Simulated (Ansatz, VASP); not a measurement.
## One calculation of Ga2BSb3, two programs

INCAR

```
SYSTEM = Ga2BSb3
ALGO     = Normal         ! electronic algorithm
EDIFF    = 1E-6           ! SCF threshold, eV
ENCUT    = 520            ! plane-wave cutoff, eV
GGA      = PE             ! functional
ISIF     = 2              ! what is computed and relaxed
ISMEAR   = 0              ! smearing method
LASPH    = .TRUE.         ! aspherical terms in the spheres
LCHARG   = .FALSE.        ! write CHGCAR
LREAL    = .FALSE.        ! projectors in reciprocal space
LWAVE    = .FALSE.        ! write WAVECAR
NBANDS   = 31             ! bands
NELM     = 60             ! most SCF steps
PREC     = Accurate       ! precision mode
SIGMA    = 0.1            ! smearing width, eV
```

KPOINTS

```
k-points
0
G
  4 4 2
  0 0 0
```

POSCAR

```
Ga2BSb3
1.0
    4.0828762900      0.0000000000      0.0000000000
    0.0000000000      4.0828762900      0.0000000000
    0.0000000000      0.0000000000      8.4511006600
Ga B Sb
2 1 3
Direct
    0.0000000000      0.5000000000      0.0000000000
    0.5000000000      0.0000000000      0.0000000000
    0.5000000000      0.5000000000      0.5000000000
    0.0000000000      0.0000000000      0.8348444100
    0.0000000000      0.0000000000      0.1651555900
    0.5000000000      0.5000000000      0.0000000000
```

Input for Ansatz:

```yaml
crystal:
  lattice:
    - [4.08287629, 0.0, 0.0]
    - [0.0, 4.08287629, 0.0]
    - [0.0, 0.0, 8.45110066]
  atoms:
    - { symbol: Ga, position: [0.0, 0.5, 0.0] }
    - { symbol: Ga, position: [0.5, 0.0, 0.0] }
    - { symbol: B, position: [0.5, 0.5, 0.5] }
    - { symbol: Sb, position: [0.0, 0.0, 0.83484441] }
    - { symbol: Sb, position: [0.0, 0.0, 0.16515559] }
    - { symbol: Sb, position: [0.5, 0.5, 0.0] }
basis:
  ecutwfc: 420
kpoints:
  mp_grid: { grid: [4, 4, 2] }
hamiltonian:
  xc: pbe
scf:
  occupations: { method: gaussian, width: 0.1 }
  lower_state_search: "off"
output:
  forces: true
  stress: true
  eigenvalues: true
```

Alike in both runs: task single point; functional PBE; k mesh 4 × 4 × 2; occupations gaussian, width 0.1 eV; no spin polarisation.

|  | VASP | Ansatz |
| --- | --- | --- |
| version | VASP 6.6.1 | Ansatz 0.2.0 |
| potentials or method | VASP PAW PBE potentials, release 64 (Ga_d, B, Sb), cutoff 520 eV | scalar-relativistic, plane waves, PAW |
| valence electrons in the cell | 44 | 74 |

```csv
,VASP,Ansatz,Ansatz less VASP
gap on the k mesh at the Fermi level (eV),none,none,-
rms of the force components (eV/Å),2.928,2.880,-0.0481
```

Atom by atom the forces differ by 0.048 eV/Å (rms over components). A gap of «none» marks a metal or a gap that the smearing closes. VASP's potentials hold 44 valence electrons a cell and Ansatz's 74, so a difference there can come from the potentials and not from the codes.

The k mesh is coarse, so the values compare programs but aren't converged. Neither program's run includes spin-orbit coupling.
